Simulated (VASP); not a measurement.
Here is a VASP 6.6.1 calculation.

File INCAR:

```
SYSTEM = Si32C33
PREC = Accurate ; ENCUT = 520
EDIFF = 1E-6 ; ISMEAR = -1
SIGMA = 0.05 ; LREAL = Auto
LASPH = .True. ; NELM = 150
ALGO = Normal ; ISIF = 2
LWAVE = .False. ; LCHARG = .False.
ISPIN = 2 ; MAGMOM = 0 0 0 0 0 0 0.091 0.091 0 0 0 0 0 0 0 0 0 0 0 0.091 0 0 0 0.091 0 0 0 0 0 0.091 0 0.091 0 0 0 0 0 0 0 0.091 0 0.091 0 0 0 0 0 0 0 0 0 0.091 0 0 0 0 0 0 0 0 0 0.091 0 0 0.091
LORBIT = 11 ; GGA = PS
NELECT = 259.0 ; ISYM = 0
NBANDS = 172
```

KPOINTS

```
Automatic mesh
0
Gamma
  1 1 1
  0.25 0.25 0.25
```

POSCAR

```
Si32C33
1.0
    8.7137060000      0.0000000000      0.0000000000
    0.0000000000      8.7137060000      0.0000000000
    0.0000000000      0.0000000000      8.7137060000
Si C
32 33
Direct
    0.0035280000      0.0007050000      0.0015940000
    0.0049960000      0.0028900000      0.4996750000
    0.9920750000      0.4998570000      0.0115280000
    0.9971260000      0.5002230000      0.4965930000
    0.5024190000      0.9991290000      0.9990580000
    0.5035660000      0.9992440000      0.4990710000
    0.5095010000      0.4935410000      0.0039760000
    0.5158040000      0.5025630000      0.4935730000
    0.2532620000      0.2507660000      0.0004910000
    0.2584390000      0.2532030000      0.5033760000
    0.2460130000      0.7450420000      0.9947280000
    0.2530220000      0.7498870000      0.5012960000
    0.7550950000      0.2471810000      0.0031240000
    0.7536770000      0.2484850000      0.4984680000
    0.7522670000      0.7515250000      0.0015100000
    0.7552290000      0.7532620000      0.4969790000
    0.2532060000      0.9985340000      0.2485070000
    0.2543050000      0.0018890000      0.7501790000
    0.2543350000      0.5001370000      0.2518500000
    0.1765090000      0.5276840000      0.7760160000
    0.7534340000      0.9999460000      0.2499830000
    0.7523160000      0.0005560000      0.7497100000
    0.7526850000      0.4998610000      0.2498730000
    0.7549800000      0.5003190000      0.7501630000
    0.0050410000      0.2498250000      0.2529250000
    0.9976820000      0.2467040000      0.7499180000
    0.0038230000      0.7516490000      0.2503740000
    0.9908380000      0.7624910000      0.7499010000
    0.5038340000      0.2488690000      0.2494450000
    0.5159820000      0.2430610000      0.7529260000
    0.5021770000      0.7487740000      0.2492410000
    0.5097840000      0.7534570000      0.7434130000
    0.1295410000      0.1257600000      0.1257770000
    0.1305230000      0.1289420000      0.6271430000
    0.1275640000      0.6234480000      0.1265270000
    0.1059190000      0.6409940000      0.6196040000
    0.6274130000      0.1231170000      0.1250860000
    0.6315380000      0.1213500000      0.6234350000
    0.6282350000      0.6251070000      0.1250780000
    0.6352610000      0.6276420000      0.6226600000
    0.3780240000      0.3753780000      0.1252980000
    0.4081990000      0.3720250000      0.6233670000
    0.3770850000      0.8689440000      0.1189660000
    0.3778960000      0.8749140000      0.6257660000
    0.8752290000      0.3726550000      0.1319090000
    0.8772910000      0.3746190000      0.6246940000
    0.8789860000      0.8755830000      0.1255700000
    0.8744040000      0.8828540000      0.6225160000
    0.3792270000      0.1253210000      0.3753980000
    0.3792030000      0.1276440000      0.8745850000
    0.3790680000      0.6241080000      0.3778440000
    0.3908630000      0.6057550000      0.8563830000
    0.8796580000      0.1249170000      0.3748360000
    0.8773050000      0.1224180000      0.8764670000
    0.8773630000      0.6266650000      0.3718700000
    0.8777660000      0.6270180000      0.8770510000
    0.1305150000      0.3773860000      0.3792250000
    0.1089320000      0.3699420000      0.8889410000
    0.1297420000      0.8757200000      0.3756550000
    0.1271820000      0.8769710000      0.8734160000
    0.6319450000      0.3736130000      0.3709970000
    0.6346380000      0.3730090000      0.8777330000
    0.6271600000      0.8750730000      0.3730830000
    0.6283060000      0.8751820000      0.8750060000
    0.3624910000      0.4917500000      0.7280740000
```

Potentials or basis: VASP PAW PBE potentials, release 64 (Si, C).

Run with:

```bash
$ cat potpaw_PBE.64/Si/POTCAR potpaw_PBE.64/C/POTCAR > POTCAR
$ mpirun -np 1 vasp_std > vasp.out
```

(1) What does it give for the net moment?

(2) Predict the largest force.

(3) Predict the site moments.

Answers

(1) 0.98 μB per cell.

(2) 0.436 eV/Å.

(3) Si +0.00, +0.02, +0.01, -0.00, -0.01 (each value once); C +0.00, +0.01, +0.02, -0.00, +0.24 (each value once) μB.

Caveat: the cell carries a net charge on a neutralising background, which shifts energy and pressure; the PAW data sets were made with another functional, which shifts forces and pressure a little.
